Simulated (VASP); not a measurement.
**InSb: single point with PBEsol**

The system is InSb.

```xyz
2
Lattice="0.0000 2.7631 3.3146 2.7631 0.0000 3.3146 2.7631 2.7631 0.0000" Properties=species:S:1:pos:R:3 pbc="T T T"
In    0.0000    0.0000    0.0000
Sb    2.7631    2.7631    3.3146
```

```
Program             : VASP 6.6.1
Task                : single point
Functional          : PBEsol
Potentials or basis : VASP PAW PBE potentials, release 64 (In_d, Sb)
Cutoff              : 520 eV
k mesh              : 14 × 14 × 14
Occupations         : gaussian, width 0.15 eV
Spin                : no spin polarisation
```

- Pressure: 10.5 GPa
- Band gap on the k mesh: zero (bands 9 and 10 overlap by 3.22 eV)

Stress tensor (GPa, compression positive):
```
17.41  0.00  0.00
 0.00 17.41  0.00
 0.00  0.00 -3.39
```

Levels at points of the mesh, in eV from the Fermi level:
| k point | band 6 | band 7 | band 8 | band 9 | band 10 | band 11 | band 12 | band 13 |
| --- | --- | --- | --- | --- | --- | --- | --- | --- |
| (0.00, 0.00, 0.00) | -11.99 | -0.69 | -0.69 | 0.72 | 0.80 | 3.76 | 5.65 | 6.47 |
| (0.50, 0.00, 0.00) | -9.84 | -7.31 | -0.39 | 1.04 | 1.06 | 3.15 | 3.33 | 4.45 |
| (0.50, 0.50, 0.00) | -10.07 | -5.22 | -2.03 | -2.03 | -1.60 | 3.56 | 9.82 | 9.84 |
| (0.50, 0.00, 0.50) | -8.08 | -5.34 | -3.86 | -3.79 | -1.74 | 2.85 | 6.23 | 9.63 |

Run time: 69 s on 1 thread of Intel(R) Xeon(R) 6975P-C (Granite Rapids), on a shared host, peak memory 0.34 GiB.

Caveat: the cell stands under pressure; the PAW data sets were made with another functional, which shifts forces and pressure a little; spin-orbit coupling is left out, which moves the levels of the heavy elements.
